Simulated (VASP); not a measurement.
# Al2Au: single point with PBE

The system is Al2Au.

```
Au Al
1.0
     4.28261    0.11082   -0.79375
     0.35201    5.48294    0.39773
    -0.62435    0.50531    5.11808
Au Al
2 4
Direct
  0.76033 0.05056 0.45973
  0.79601 0.89873 0.99227
  0.29102 0.26402 0.72198
  0.32981 0.74431 0.58304
  0.76014 0.54230 0.39454
  0.85414 0.41452 0.94226
```

```
Program             : VASP 6.6.1
Task                : single point
Functional          : PBE
Potentials or basis : VASP PAW PBE potentials, release 64 (Au, Al)
Cutoff              : 520 eV
k mesh              : 4 × 4 × 4, shifted
Occupations         : fermi-dirac, width 0.1 eV
Spin                : no spin polarisation
```

```json
{
 "Pressure": "0.8 GPa",
 "Largest force": "0.822 eV/Å",
 "Band gap on the k mesh": "zero (band 17 reaches 7.63 eV, above the bottom of band 18 at 6.46 eV)"
}
```

Forces in eV/Å, atoms in the order of the input:
```
Au   0.272  0.318 -0.288
Au  -0.278 -0.377  0.218
Al   0.096 -0.811 -0.086
Al  -0.157  0.608  0.061
Al  -0.264  0.343 -0.440
Al   0.332 -0.081  0.536
```

Stress tensor (GPa, compression positive):
```
 1.81 -0.50 -1.79
-0.50 -5.18  2.29
-1.79  2.29  5.62
```

Levels at points of the mesh, in eV from the Fermi level:
```
           k point  band 13  band 14  band 15  band 16  band 17  band 18  band 19  band 20  band 21  band 22
(0.00, 0.12, 0.12)    -3.35    -2.38    -1.55    -1.27    -0.59    -0.02     1.68     2.16     3.10     3.39
```

Run time: 32 s on 1 thread of Intel(R) Xeon(R) 6975P-C (Granite Rapids), with other jobs on the host, peak memory 0.26 GiB.

Caveat: the k points lie up to 0.38 Å⁻¹ apart; spin-orbit coupling is left out, which moves the levels of the heavy elements.
